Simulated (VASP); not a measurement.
Input of a VASP 6.6.1 run:

The input INCAR:

```
ALGO = Normal
EDIFF = 1E-6
ENCUT = 520
GGA = PE
ISIF = 2
ISMEAR = -1
LASPH = True
LCHARG = False
LREAL = False
LWAVE = False
NBANDS = 10
NELM = 100
PREC = Accurate
SIGMA = 0.05
```

File KPOINTS:

```
k-points
0
Gamma
  9 9 9
```

The input POSCAR:

```
Cs
1.0
   -2.9499058574      2.9499058574      2.9499058574
    2.9499058574     -2.9499058574      2.9499058574
    2.9499058574      2.9499058574     -2.9499058574
Cs
1
Direct
    0.0000000000      0.0000000000      0.0000000000
```

Potentials or basis: VASP PAW PBE potentials, release 64 (Cs_sv).

Command:

```bash
$ cat potpaw_PBE.64/Cs_sv/POTCAR > POTCAR
$ mpirun -np 1 vasp_std > vasp.out
```

Question: What does it give for the pressure?

Answer: 0.3 GPa.

Question: What does it give for the band gap on the k mesh?

Answer: Zero (an odd number of electrons rules out a gap without spin polarisation).

Caveat: spin-orbit coupling is left out, which moves the levels of the heavy elements.
